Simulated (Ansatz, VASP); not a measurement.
Two plane-wave programs on Ni

```
Ni
1.0
    -1.85932    1.42183    1.42183
     1.42183   -1.85932    1.42183
     1.42183    1.42183   -1.85932
Ni
1
Direct
  0.00000 0.00000 0.00000
```

Alike in both runs: task single point; functional PBEsol; k mesh 26 × 26 × 26; occupations gaussian, width 0.15 eV; collinear spin.

|  | VASP | Ansatz |
| --- | --- | --- |
| version | VASP 6.6.1 | Ansatz 0.2.0 |
| potentials or method | VASP PAW PBE potentials, release 64 (Ni), cutoff 520 eV | scalar-relativistic, plane waves, PAW |
| valence electrons in the cell | 10 | 18 |

|  | VASP | Ansatz | Ansatz less VASP |
| --- | --- | --- | --- |
| gap on the k mesh at the Fermi level (eV) | none | none | - |
| net moment per atom (μB) | 0.00 | 0.00 | -0.001 |

VASP's potentials were made for PBE, not for PBEsol. A gap of «none» marks a metal or a gap that the smearing closes. VASP's potentials hold 10 valence electrons a cell and Ansatz's 18, so a difference there can come from the potentials and not from the codes. Ansatz's warnings: seeded moment not kept.
